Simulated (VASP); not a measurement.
Be, 1 atom in the cell. It takes space group Pm-3m (No. 221, cubic). Conventional cell: a = 2.081 Å, b = 2.081 Å, c = 2.081 Å, α = 90.00°, β = 90.00°, γ = 90.00°. Be (site symmetry m-3m) has 6 Be at 2.08 Å within 2.8 Å.  This cell differs from its parent crystal: volume scaled by 0.88.

| Property | Result |
| --- | --- |
| Program | VASP 6.6.1 |
| Task | single point |
| Functional | r2SCAN |
| Potentials or basis | VASP PAW PBE potentials, release 64 (Be) |
| Cutoff | 520 eV |
| k mesh | 16 × 16 × 16 |
| Occupations | fermi-dirac, width 0.1 eV |
| Spin | no spin polarisation |
| Dipole correction | no |
| Further INCAR settings | ALGO = Normal; EDIFF = 1e-07; NBANDS = 7 |

Potentials or basis: VASP PAW PBE potentials, release 64 (Be).

Run with:

```console
$ cat potpaw_PBE.64/Be/POTCAR > POTCAR
$ cp INCAR.step1 INCAR
$ mpirun -np 1 vasp_std > vasp.out
$ cp INCAR.step2 INCAR
$ mpirun -np 1 vasp_std > vasp.out
```

Hardware: 1 thread of Intel(R) Xeon(R) 6975P-C (Granite Rapids), on a shared host.

Question: Estimate the wall time of this run.

Answer: Run time: 6.9 s on 1 thread of Intel(R) Xeon(R) 6975P-C (Granite Rapids) (shared host), peak memory 0.11 GiB. Counts: k points 165.
